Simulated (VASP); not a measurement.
# BaTiO3 (P4/mmm) in VASP: a series of runs, part 2 of 3

VASP 6.6.1.

## (3) Electric field gradients, PBEsol (volume scaled by 0.94)

The input, INCAR:

```
ALGO = Normal
EDIFF = 1E-8
ENCUT = 520
GGA = PS
ISIF = 2
ISMEAR = -1
LASPH = True
LCHARG = False
LEFG = True
LREAL = False
LWAVE = False
NBANDS = 28
NELM = 60
PREC = Accurate
SIGMA = 0.03
```

The input, KPOINTS:

```
k-points
0
Gamma
  7 7 7
```

The input, POSCAR:

```
BaTiO3
1.0
    3.9181485176      0.0000000000      0.0000000000
    0.0000000000      3.9181485176      0.0000000000
    0.0000000000      0.0000000000      3.9359769848
Ba Ti O
1 1 3
Direct
    0.0000000000      0.0000000000      0.0000000000
    0.5000000000      0.5000000000      0.5000000000
    0.5000000000      0.5000000000      0.0000000000
    0.5000000000      0.0000000000      0.5000000000
    0.0000000000      0.5000000000      0.5000000000
```

Potentials or basis: VASP PAW PBE potentials, release 64 (Ba_sv, Ti_sv, O).

The run is started by

```bash
$ cat potpaw_PBE.64/Ba_sv/POTCAR potpaw_PBE.64/Ti_sv/POTCAR potpaw_PBE.64/O/POTCAR > POTCAR
$ mpirun -np 1 vasp_std > vasp.out
```

OUTCAR:

```text
EDIFF = 1E-8
   ENCUT = 520
   GGA = PS
   ISIF = 2
   ISMEAR = -1
   LASPH = True
   LREAL = False
   NELM = 60
   PREC = Accurate

 ion  position               nearest neighbor table
   1  0.000  0.000  0.000-   3 2.77   3 2.77   3 2.77   3 2.77   5 2.78   4 2.78   5 2.78   5 2.78
                             5 2.78   4 2.78   4 2.78   4 2.78   2 3.40   2 3.40   2 3.40   2 3.40
   2  0.500  0.500  0.500-   4 1.96   5 1.96   4 1.96   5 1.96   3 1.97   3 1.97   1 3.40   1 3.40
                             1 3.40   1 3.40   1 3.40   1 3.40   1 3.40   1 3.40
   3  0.500  0.500  0.000-   2 1.97   2 1.97   1 2.77   1 2.77   1 2.77   1 2.77
   4  0.500  0.000  0.500-   2 1.96   2 1.96   1 2.78   1 2.78   1 2.78   1 2.78
   5  0.000  0.500  0.500-   2 1.96   2 1.96   1 2.78   1 2.78   1 2.78   1 2.78

  LATTYP: Found a simple tetragonal cell.
 ALAT       =     3.9181485176
 C/A-ratio  =     1.0045502275

  Lattice vectors:

 A1 = (   3.9181485176,   0.0000000000,   0.0000000000)
 A2 = (   0.0000000000,   3.9181485176,   0.0000000000)
 A3 = (   0.0000000000,   0.0000000000,   3.9359769848)

Analysis of symmetry for initial positions (statically):
=====================================================================
 Subroutine PRICEL returns:
[... 956 lines left out ...]
 -----------------------------------------------------------------------------------
    total drift:                                0.000000      0.000000     -0.000000

  FREE ENERGIE OF THE ION-ELECTRON SYSTEM (eV)
  ---------------------------------------------------
  free  energy   TOTEN  =       -41.9013661414 eV

  energy  without entropy=      -41.9013661414  energy(sigma->0) =      -41.90136614

 Electric field gradients (V/A^2)
---------------------------------------------------------------------
 ion       V_xx      V_yy      V_zz      V_xy      V_xz      V_yz
---------------------------------------------------------------------
   1      -0.413    -0.413     0.827     0.000     0.000    -0.000
   2      -2.194    -2.194     4.388    -0.000     0.000    -0.000
   3      -9.501    -9.501    19.003    -0.000     0.000    -0.000
   4      -9.128    16.733    -7.605    -0.000     0.000    -0.000
   5      16.733    -9.128    -7.605     0.000    -0.000     0.000
---------------------------------------------------------------------

 Electric field gradients after diagonalization (V/A^2)
 (convention: |V_zz| > |V_xx| > |V_yy|)
----------------------------------------------------------------------
 ion       V_xx      V_yy      V_zz     asymmetry (V_yy - V_xx)/ V_zz
----------------------------------------------------------------------
   1      -0.413    -0.413     0.827       0.000
   2      -2.194    -2.194     4.388       0.000
   3      -9.501    -9.501    19.003       0.000
   4      -9.128    -7.605    16.733       0.091
   5      -9.128    -7.605    16.733       0.091
----------------------------------------------------------------------

           NMR quadrupolar parameters

 Cq : quadrupolar parameter    Cq=e*Q*V_zz/h
 eta: asymmetry parameters     (V_yy - V_xx)/ V_zz
 Q  : nuclear electric quadrupole moment in mb (millibarn)
----------------------------------------------------------------------
 ion       Cq(MHz)       eta       Q (mb)
----------------------------------------------------------------------
   1       0.002       0.000       1.000
   2       0.011       0.000       1.000
   3       0.046       0.000       1.000
   4       0.040       0.091       1.000
   5       0.040       0.091       1.000
----------------------------------------------------------------------
```

OSZICAR:

```text
N       E                     dE             d eps       ncg     rms          rms(c)
DAV:   1     0.439524575846E+03    0.43952E+03   -0.20889E+04  2240   0.156E+03
DAV:   2    -0.436310175221E+01   -0.44389E+03   -0.42392E+03  2536   0.437E+02
DAV:   3    -0.499306970660E+02   -0.45568E+02   -0.45088E+02  3116   0.135E+02
[... 11 lines left out ...]
DAV:  15    -0.419013699808E+02    0.43880E-05   -0.16506E-05  3072   0.274E-02    0.339E-02
DAV:  16    -0.419013664915E+02    0.34893E-05   -0.10610E-05  2540   0.207E-02    0.458E-03
DAV:  17    -0.419013662773E+02    0.21418E-06   -0.46246E-06  2588   0.121E-02    0.767E-03
DAV:  18    -0.419013661430E+02    0.13430E-06   -0.72476E-07  2592   0.523E-03    0.150E-03
DAV:  19    -0.419013661414E+02    0.15730E-08   -0.81244E-08  2956   0.173E-03
   1 F= -.41901366E+02 E0= -.41901366E+02  d E =-.727573E-11
```

stdout:

```text
POSCAR found type information on POSCAR BaTiO
 POSCAR found :  3 types and       5 ions
 scaLAPACK will be used
 -----------------------------------------------------------------------------
|                                                                             |
|                                                                             |
|     You enforced a specific xc type in the INCAR file but a different       |
|     I HOPE YOU KNOW WHAT YOU ARE DOING!                                     |
|                                                                             |
 -----------------------------------------------------------------------------

 LDA part: xc-table for (Slater+PW92), standard interpolation
 POSCAR, INCAR and KPOINTS ok, starting setup
 FFT: planning ... GRIDC
 FFT: planning ... GRID_SOFT
 FFT: planning ... GRID
 WAVECAR not read
 entering main loop
ion   1

ion   2

ion   3

ion   4

ion   5
```

It took 93 s on 1 thread of Intel Xeon 6975P-C, shared host; peak memory 0.21 GiB.

Results:

* Free energy: -41.9014 eV
* Pressure: 9.1 GPa
* Band gap on the k mesh: 1.87 eV, indirect (least direct gap 1.88 eV)

Electric field gradients, principal values (V/Å²):
```
atom   least  middle  greatest (by size)
1 Ba  -0.413  -0.413               0.827
2 Ti  -2.194  -2.194               4.388
 3 O  -9.501  -9.501              19.003
 4 O  -7.605  -9.128              16.733
 5 O  -7.605  -9.128              16.733
```

Caveat: without QUAD_EFG the Cq values of the log hold for a quadrupole moment of 1 mb, not for the nuclei; the PAW data sets were made with another functional, which shifts forces and pressure a little; spin-orbit coupling is left out, which moves the levels of the heavy elements. A k mesh can miss the band edges.

## (4) Electric field gradients, PBEsol (volume scaled by 0.98)

The input, INCAR:

```
  PREC = Accurate
  ENCUT = 520
  EDIFF = 1E-8
  ISMEAR = -1
  SIGMA = 0.03
  LREAL = False
  LASPH = True
  NELM = 60
  ALGO = Normal
  ISIF = 2
  LWAVE = False
  LCHARG = False
  GGA = PS
  LEFG = True
  NBANDS = 28
```

The input, KPOINTS:

```
Automatic mesh
0
Gamma
  7 7 7
```

Changes to POSCAR since step 3:

```diff
@@ -2,5 +2,5 @@
 1.0
-    3.9181485176      0.0000000000      0.0000000000
-    0.0000000000      3.9181485176      0.0000000000
-    0.0000000000      0.0000000000      3.9359769848
+    3.9729548958      0.0000000000      0.0000000000
+    0.0000000000      3.9729548958      0.0000000000
+    0.0000000000      0.0000000000      3.9910327445
 Ba Ti O
```

Potentials or basis: VASP PAW PBE potentials, release 64 (Ba_sv, Ti_sv, O).

The run is started by

```bash
$ cat potpaw_PBE.64/Ba_sv/POTCAR potpaw_PBE.64/Ti_sv/POTCAR potpaw_PBE.64/O/POTCAR > POTCAR
$ mpirun -np 1 vasp_std > vasp.out
```

OUTCAR:

```text
PREC = Accurate
   ENCUT = 520
   EDIFF = 1E-8
   ISMEAR = -1
   LREAL = False
   LASPH = True
   NELM = 60
   ISIF = 2
   GGA = PS

 ion  position               nearest neighbor table
   1  0.000  0.000  0.000-   3 2.81   3 2.81   3 2.81   3 2.81   5 2.82   4 2.82   5 2.82   5 2.82
                             5 2.82   4 2.82   4 2.82   4 2.82   2 3.45   2 3.45   2 3.45   2 3.45
   2  0.500  0.500  0.500-   4 1.99   5 1.99   4 1.99   5 1.99   3 2.00   3 2.00   1 3.45   1 3.45
                             1 3.45   1 3.45   1 3.45   1 3.45   1 3.45   1 3.45
   3  0.500  0.500  0.000-   2 2.00   2 2.00   1 2.81   1 2.81   1 2.81   1 2.81
   4  0.500  0.000  0.500-   2 1.99   2 1.99   1 2.82   1 2.82   1 2.82   1 2.82
   5  0.000  0.500  0.500-   2 1.99   2 1.99   1 2.82   1 2.82   1 2.82   1 2.82

  LATTYP: Found a simple tetragonal cell.
 ALAT       =     3.9729548958
 C/A-ratio  =     1.0045502275

  Lattice vectors:

 A1 = (   3.9729548958,   0.0000000000,   0.0000000000)
 A2 = (   0.0000000000,   3.9729548958,   0.0000000000)
 A3 = (   0.0000000000,   0.0000000000,   3.9910327445)

[... 957 lines left out ...]
      1.98648      0.00000      1.99552         0.000000      0.000000      0.000000
      0.00000      1.98648      1.99552         0.000000      0.000000      0.000000
 -----------------------------------------------------------------------------------
    total drift:                                0.000000      0.000000     -0.000000

  FREE ENERGIE OF THE ION-ELECTRON SYSTEM (eV)
  ---------------------------------------------------
  free  energy   TOTEN  =       -41.9802924308 eV

  energy  without entropy=      -41.9802924308  energy(sigma->0) =      -41.98029243

 Electric field gradients (V/A^2)
---------------------------------------------------------------------
 ion       V_xx      V_yy      V_zz      V_xy      V_xz      V_yz
---------------------------------------------------------------------
   1      -0.390    -0.390     0.780    -0.000    -0.000     0.000
   2      -2.049    -2.049     4.099    -0.000     0.000     0.000
   3     -11.349   -11.349    22.699    -0.000     0.000     0.000
   4     -11.015    20.527    -9.512    -0.000     0.000    -0.000
   5      20.527   -11.015    -9.512    -0.000     0.000    -0.000
---------------------------------------------------------------------

 Electric field gradients after diagonalization (V/A^2)
 (convention: |V_zz| > |V_xx| > |V_yy|)
----------------------------------------------------------------------
 ion       V_xx      V_yy      V_zz     asymmetry (V_yy - V_xx)/ V_zz
----------------------------------------------------------------------
   1      -0.390    -0.390     0.780       0.000
   2      -2.049    -2.049     4.099       0.000
   3     -11.349   -11.349    22.699       0.000
   4     -11.015    -9.512    20.527       0.073
   5     -11.015    -9.512    20.527       0.073
----------------------------------------------------------------------

           NMR quadrupolar parameters

 Cq : quadrupolar parameter    Cq=e*Q*V_zz/h
 eta: asymmetry parameters     (V_yy - V_xx)/ V_zz
 Q  : nuclear electric quadrupole moment in mb (millibarn)
----------------------------------------------------------------------
 ion       Cq(MHz)       eta       Q (mb)
----------------------------------------------------------------------
   1       0.002       0.000       1.000
   2       0.010       0.000       1.000
   3       0.055       0.000       1.000
   4       0.050       0.073       1.000
   5       0.050       0.073       1.000
----------------------------------------------------------------------
```

Run time: 85 s. Hardware: 1 thread of Intel Xeon 6975P-C, shared host; peak memory 0.22 GiB.

What came out:

| Quantity | Value |
| --- | --- |
| Free energy | -41.9803 eV |
| Pressure | 0.7 GPa |
| Band gap on the k mesh | 1.79 eV, indirect (least direct gap 1.85 eV) |

Electric field gradients, principal values (V/Å²):
```tsv
atom	least	middle	greatest (by size)
1 Ba	-0.390	-0.390	0.780
2 Ti	-2.049	-2.049	4.099
3 O	-11.349	-11.349	22.699
4 O	-9.512	-11.015	20.527
5 O	-9.512	-11.015	20.527
```

Caveat: without QUAD_EFG the Cq values of the log hold for a quadrupole moment of 1 mb, not for the nuclei; the PAW data sets were made with another functional, which shifts forces and pressure a little; spin-orbit coupling is left out, which moves the levels of the heavy elements. A k mesh can miss the band edges.

(Part 2 of 3 ends here.)
